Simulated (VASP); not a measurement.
Runs of VASP 6.6.1 on AlN. The structure is that of space group P6_3mc (No. 186), or close to it. The cells are those of the table. 

```csv
cell,gap on the mesh (eV),pressure (GPa),largest force (eV/Å)
"a = 3.138, b = 3.138, c = 4.951 Å, angles 90.0, 90.0, 120.0°, 4 atoms",4.70,(a),-
"a = 3.045, b = 3.045, c = 5.031 Å, angles 90.0, 90.0, 120.0°, 4 atoms",(b),6.7,-
"a = 3.091, b = 3.091, c = 4.992 Å, angles 90.0, 90.0, 120.0°, 4 atoms",5.03,1.3,-
"a = 3.091, b = 3.091, c = 4.993 Å, angles 90.0, 90.0, 120.0°, 4 atoms",5.01,1.2,0.09
"a = 3.122, b = 3.122, c = 4.964 Å, angles 90.0, 90.0, 120.0°, 4 atoms",4.84,-1.9,0.09
```

Alike in all rows: task single point; level r2SCAN; potentials or basis VASP PAW PBE potentials, release 64 (Al, N); no spin polarisation; k mesh 8 × 8 × 4; cutoff (eV) 520; smearing gaussian 0.01 eV.

Task: Fill in the values left out.

Result: (a) -3.5; (b) 5.29.

Caveats: the PAW data sets were made with another functional, which shifts forces and pressure a little.

